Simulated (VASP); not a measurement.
Wanted: the native input for a VASP 6.6.1 run.

* Task: single point
* Functional: PBE
* Potentials or basis: VASP PAW PBE potentials, release 64 (Na_pv, F)
* Cutoff: 520 eV
* k mesh: 12 × 12 × 12
* Occupations: gaussian, width 0.05 eV
* Spin: no spin polarisation
* Dipole correction: no
* Further INCAR settings: ALGO = Normal; EDIFF = 1e-06; NBANDS = 14

The structure of NaF lies in POSCAR:

```
NaF
1.0
    0.0000000000      2.3816126764      2.3816126764
    2.3816126764      0.0000000000      2.3816126764
    2.3816126764      2.3816126764      0.0000000000
Na F
1 1
Direct
    0.0000000000      0.0000000000      0.0000000000
    0.5000000000      0.5000000000      0.5000000000
```

This cell differs from its parent crystal: volume scaled by 1.040.

These files were run (other wordings do the same):

INCAR

```
PREC = Accurate
ENCUT = 520
EDIFF = 1E-6
ISMEAR = 0
SIGMA = 0.05
LREAL = False
LASPH = True
NELM = 60
ALGO = Normal
ISIF = 2
LWAVE = False
LCHARG = False
GGA = PE
NBANDS = 14
```

KPOINTS

```
regular mesh
0
Gamma
  12 12 12
```

Potentials or basis: VASP PAW PBE potentials, release 64 (Na_pv, F).

The run is started by

```sh
$ cat potpaw_PBE.64/Na_pv/POTCAR potpaw_PBE.64/F/POTCAR > POTCAR
$ mpirun -np 1 vasp_std > vasp.out
```

Results of the run:

```
Pressure               : -1.8 GPa
Band gap on the k mesh : 5.88 eV, direct
```

Run time: 23 s on 1 thread of Intel(R) Xeon(R) Platinum 8259CL CPU @ 2.50GHz (Skylake/Cascade Lake), on a shared host, peak memory 0.16 GiB.
